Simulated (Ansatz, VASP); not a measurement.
Mo3W in VASP and in Ansatz

```xyz
4
Lattice="0.0000 3.1660 3.1660 3.1660 0.0000 3.1660 3.1660 3.1660 0.0000" Properties=species:S:1:pos:R:3 pbc="T T T"
Mo    4.7490    4.7490    4.7490
Mo    1.5830    1.5830    1.5830
Mo    0.0000    0.0000    0.0000
W     3.1660    3.1660    3.1660
```

Alike in both runs: task single point; functional PBE; k mesh 6 × 6 × 6; occupations gaussian, width 0.1 eV; collinear spin.

|  | VASP | Ansatz |
| --- | --- | --- |
| version | VASP 6.6.1 | Ansatz 0.2.0 |
| potentials or method | VASP PAW PBE potentials, release 64 (Mo_sv, W_sv), cutoff 520 eV | scalar-relativistic, plane waves, PAW |
| valence electrons in the cell | 56 | 56 |

|  | VASP | Ansatz | Ansatz less VASP |
| --- | --- | --- | --- |
| gap on the k mesh at the Fermi level (eV) | none | none | - |
| pressure (GPa) | 0.5 | 0.0 | -0.51 |
| net moment per atom (μB) | 0.00 | 0.00 | 0.000 |

A gap of «none» marks a metal or a gap that the smearing closes. With one functional, cell and mesh, what is left measures potentials, basis and numerics. Ansatz's warnings: seeded moment not kept.

Spin-orbit coupling is off throughout.
